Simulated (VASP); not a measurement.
# Ti4H in VASP: notebook, part 2 of 2

VASP 6.6.1.

## 3. Single point, PBE

The input, INCAR:

```
PREC = Accurate
ENCUT = 520
EDIFF = 1E-6
ISMEAR = 0
SIGMA = 0.1
LREAL = F
LASPH = T
NELM = 100
ALGO = Normal
ISIF = 2
LWAVE = F
LCHARG = T
LDIPOL = T
IDIPOL = 3
DIPOL = 0.5 0.5 0.351
GGA = PE
LELF = T
LVHAR = T
LVACPOTAV = T
NBANDS = 32
```

The input, KPOINTS:

```
regular mesh
0
Gamma
  8 8 1
```

The input, POSCAR:

```
Ti4H
1.0
    3.2553359259      0.0000000000      0.0000000000
    0.0000000000      3.2553359259      0.0000000000
    0.0000000000      0.0000000000     20.1793674375
Ti H
4 1
Direct
    0.5000000000      0.5000000000      0.1982222690
    0.0000000000      0.0000000000      0.2788822782
    0.5000000000      0.5000000000      0.3551865247
    0.0000000000      0.0000000000      0.4301109767
    0.0000000000      0.3750000000      0.4937060788
```

Potentials or basis: VASP PAW PBE potentials, release 64 (Ti_sv, H).

Command:

```sh
$ cat potpaw_PBE.64/Ti_sv/POTCAR potpaw_PBE.64/H/POTCAR > POTCAR
$ mpirun -np 1 vasp_std > vasp.out
```

OUTCAR:

```text
PREC = Accurate
   ENCUT = 520
   EDIFF = 1E-6
   ISMEAR = 0
   LREAL = F
   LASPH = T
   NELM = 100
   ISIF = 2
   GGA = PE

 ion  position               nearest neighbor table
   1  0.500  0.500  0.198-   2 2.82   2 2.82   2 2.82   2 2.82
   2  0.000  0.000  0.279-   3 2.77   3 2.77   3 2.77   3 2.77   1 2.82   1 2.82   1 2.82   1 2.82

   3  0.500  0.500  0.355-   4 2.75   4 2.75   4 2.75   4 2.75   2 2.77   2 2.77   2 2.77   2 2.77

   4  0.000  0.000  0.430-   5 1.77   3 2.75   3 2.75   3 2.75   3 2.75
   5  0.000  0.375  0.494-   4 1.77

  LATTYP: Found a simple tetragonal cell.
 ALAT       =     3.2553359259
 C/A-ratio  =     6.1988587036

  Lattice vectors:

 A1 = (   3.2553359259,   0.0000000000,   0.0000000000)
 A2 = (   0.0000000000,   3.2553359259,   0.0000000000)
 A3 = (   0.0000000000,   0.0000000000,  20.1793674375)

Analysis of symmetry for initial positions (statically):
=====================================================================
 Subroutine PRICEL returns:
 Original cell was already a primitive cell.

 Routine SETGRP: Setting up the symmetry group for a
 simple tetragonal supercell.

 Subroutine GETGRP returns: Found  2 space group operations
 (whereof  2 operations were pure point group operations)
 out of a pool of 16 trial point group operations.

The static configuration has the point symmetry C_1h.

Analysis of symmetry for dynamics (positions and initial velocities):
=====================================================================
 Subroutine PRICEL returns:
 Original cell was already a primitive cell.

 Routine SETGRP: Setting up the symmetry group for a
 simple tetragonal supercell.

 Subroutine GETGRP returns: Found  2 space group operations
 (whereof  2 operations were pure point group operations)
 out of a pool of 16 trial point group operations.
[... 122 lines left out ...]
   EFERMI_NEDOS =   21; number of points for ismear=-14 and -15
   IALGO  =     38    algorithm
   IMIX   =      4    mixing-type and parameters
     AMIX     =   0.40;   BMIX     =  1.00
     AMIX_MAG =   1.60;   BMIX_MAG =  1.00
  volume/ion in A,a.u.               =      42.77       288.62
  Fermi-wavevector in a.u.,A,eV,Ry     =   1.001783  1.893096 13.654397  1.003570
  Thomas-Fermi vector in A             =   2.134228
   LORBIT       =      0    0 simple, 1 ext, 2 COOP (PROOUT), +10 PAW based schemes
   GGA     = PE    functional components
   LHFCALC =     F    Hartree Fock is set to
   AEXX    =    0.0000 exact exchange contribution
   IVDW    =     0    specifies the selected vdW correction
   LEPSILON=     F    determine dielectric tensor
   LRPA    =     F    only Hartree local field effects (RPA)
 non-spin polarized calculation
 Gauss-broadening in eV      SIGMA  =   0.10
  energy-cutoff  :      520.00
  volume of cell :      213.85
 maximum number of plane-waves:      5808
   NGX = 13   NGY = 13   NGZ = 75

 dipolmoment           0.000000      0.000000     -0.191622 electrons x Angstroem

 number of electron      49.0000022 magnetization

 dipolmoment           0.000000      0.000000      0.122936 electrons x Angstroem

 Free energy of the ion-electron system (eV)
  ---------------------------------------------------
  ext. energy  EPLUGINS =         0.00000000
  ---------------------------------------------------
  free energy    TOTEN  =       -32.17696313 eV

  energy without entropy =      -32.12689616  energy(sigma->0) =      -32.15192965

 E-fermi :  -0.0923     XC(G=0):  -4.8560

 val. band max:       -0.0930301591   @ k =   0.2500   0.1250   0.0000
 cond. band min:      -0.0860702328   @ k =  -0.2500   0.3750   0.0000
 fundamental gap:      0.0069599263
 Fermi energy:        -0.0923036170

 k-point     1 :       0.0000    0.0000    0.0000
  band No.  band energies     occupation
      1     -57.1712      2.00000
      2     -56.8562      2.00000
      3     -56.4414      2.00000
      4     -56.2523      2.00000
      5     -33.5342      2.00000
      6     -33.3271      2.00000
[... 829 lines left out ...]
     31       1.8224      0.00000
     32       2.2277      0.00000

 [... further k-points ...]
[... 5 lines left out ...]
  --------------------------------------------------------------------------------------
  -------------------------------------------------------------------------------------
  Total       -1.5633772     -3.4523219      0.0756151      0.0000000      1.3527243      0.0000000
  in kB      -11.7131899    -25.8656080      0.5665264      0.0000000     10.1349288      0.0000000
  external PRESSURE =     -12.3374238 kB  Pullay stress =       0.0000000 kB

 VOLUME and BASIS-vectors are now :
 -----------------------------------------------------------------------------
  energy-cutoff  :      520.00
  volume of cell :      213.85
      direct lattice vectors                 reciprocal lattice vectors
     3.255335926  0.000000000  0.000000000     0.307187959  0.000000000  0.000000000
     0.000000000  3.255335926  0.000000000     0.000000000  0.307187959  0.000000000
     0.000000000  0.000000000 20.179367438     0.000000000  0.000000000  0.049555567

 POSITION                                       TOTAL-FORCE (eV/Angst)
 -----------------------------------------------------------------------------------
      1.62767      1.62767      4.00000         0.000000     -0.003729      0.578322
      0.00000      0.00000      5.62767         0.000000      0.044539     -0.577718
      1.62767      1.62767      7.16744         0.000000     -0.225194     -0.692594
      0.00000      0.00000      8.67937         0.000000     -0.696725      0.692584
      0.00000      1.22075      9.96268         0.000000      0.881109     -0.000594
 -----------------------------------------------------------------------------------
    total drift:                                0.000000      0.000030     -0.000167

  FREE ENERGIE OF THE ION-ELECTRON SYSTEM (eV)
  ---------------------------------------------------
  free  energy   TOTEN  =       -32.1769631328 eV

  energy  without entropy=      -32.1268961590  energy(sigma->0) =      -32.15192965

 vacuum level on the upper side and lower side of the slab         5.186         3.086
```

OSZICAR:

```text
N       E                     dE             d eps       ncg     rms          rms(c)
DAV:   1     0.562107687103E+03    0.56211E+03   -0.26418E+04  1920   0.148E+03
DAV:   2     0.381457119016E+02   -0.52396E+03   -0.51102E+03  1712   0.475E+02
DAV:   3    -0.271512918622E+02   -0.65297E+02   -0.63371E+02  2776   0.146E+02
[... 21 lines left out ...]
DAV:  25    -0.321769356360E+02   -0.28726E-04   -0.13958E-06  1352   0.672E-03    0.648E-03
DAV:  26    -0.321769557279E+02   -0.20092E-04   -0.24704E-06  1256   0.869E-03    0.325E-03
DAV:  27    -0.321769600077E+02   -0.42799E-05   -0.67171E-07  1384   0.476E-03    0.114E-03
DAV:  28    -0.321769625955E+02   -0.25878E-05   -0.31052E-07  1216   0.287E-03    0.336E-04
DAV:  29    -0.321769631328E+02   -0.53724E-06   -0.11947E-07  1160   0.204E-03
   1 F= -.32176963E+02 E0= -.32151930E+02  d E =-.500670E-01
```

Wall time 4.3 min (1 thread of Intel Xeon Platinum 8488C (Sapphire Rapids), shared host); peak memory 0.35 GiB.

Results:

```
Free energy   : -32.1770 eV
Largest force : 0.982 eV/Å
```

Forces in eV/Å, atoms in the order of the input:
```
Ti   0.000 -0.004  0.578
Ti   0.000  0.045 -0.578
Ti   0.000 -0.225 -0.693
Ti   0.000 -0.697  0.693
H    0.000  0.881 -0.001
```
